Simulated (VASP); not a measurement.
Write the native input for VASP 6.6.1 that does the following.

* Task: single point
* Functional: LDA
* Potentials or basis: VASP PAW LDA potentials, release 64 (Ir)
* Cutoff: 520 eV
* k mesh: 15 × 15 × 15
* Occupations: fermi-dirac, width 0.136057 eV
* Spin: no spin polarisation
* Dipole correction: no
* Further INCAR settings: ALGO = Normal; EDIFF = 1e-07; NBANDS = 10

The structure of Ir lies in POSCAR:

```
Ir
1.0
    0.0000000000      1.9082741645      1.9082741645
    1.9082741645      0.0000000000      1.9082741645
    1.9082741645      1.9082741645      0.0000000000
Ir
1
Direct
    0.0000000000      0.0000000000      0.0000000000
```

The input as run:

INCAR

```
SYSTEM = Ir
  ALGO = Normal
  EDIFF = 1E-7
  ENCUT = 520
  ISIF = 2
  ISMEAR = -1
  LASPH = .TRUE.
  LCHARG = .TRUE.
  LELF = .TRUE.
  LREAL = .FALSE.
  LVHAR = .TRUE.
  LWAVE = .FALSE.
  NBANDS = 10
  NELM = 60
  PREC = Accurate
  SIGMA = 0.13605693000000002
```

KPOINTS

```
k-points
0
G
  15 15 15
  0 0 0
```

Potentials or basis: VASP PAW LDA potentials, release 64 (Ir).

Launch:

```sh
$ cat potpaw_LDA.64/Ir/POTCAR > POTCAR
$ mpirun -np 1 vasp_std > vasp.out
```

Results of the run:

The pressure is 1.1 GPa.

Run time: 8.7 s on 1 thread of Intel(R) Xeon(R) Platinum 8488C (Sapphire Rapids) (shared host), peak memory 0.13 GiB.
